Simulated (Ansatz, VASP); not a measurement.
**SnSe2: VASP beside Ansatz**

```
Sn Se
1.0
    -3.81100    0.00000    0.00000
    -1.90550   -3.30042    0.00000
     0.00000    0.00000   13.77400
Sn Se
2 4
Cartesian
  0.0000 0.0000 9.2055
  0.0000 0.0000 3.0685
  -1.9055 -1.1001 10.7397
  -1.9055 -1.1001 4.6027
  -3.8110 -2.2003 1.5342
  -3.8110 -2.2003 7.6712
```

Alike in both runs: task single point; functional PBE; dispersion D3(BJ); k mesh 8 × 8 × 3; occupations gaussian, width 0.05 eV; no spin polarisation.

```csv
,VASP,Ansatz
version,VASP 6.6.1,Ansatz 0.2.0
potentials or method,"VASP PAW PBE potentials, release 64 (Sn_d, Se), cutoff 520 eV","scalar-relativistic, plane waves, PAW"
valence electrons in the cell,52,92
```

|  | VASP | Ansatz | Ansatz less VASP |
| --- | --- | --- | --- |
| gap on the k mesh at the Fermi level (eV) | 0.87 | 0.87 | +0.003 |
| least direct gap on the mesh (eV) | 1.14 | 1.14 | +0.003 |
| pressure (GPa) | 2.6 | 2.5 | -0.07 |
| traceless stress, the component that is largest in VASP (GPa) | 0.76 | 0.75 | -0.003 |
| rms of the force components (eV/Å) | 0.363 | 0.355 | -0.0077 |

Atom by atom the forces differ by 0.008 eV/Å (rms over components). VASP's potentials hold 52 valence electrons a cell and Ansatz's 92, so a difference there can come from the potentials and not from the codes.
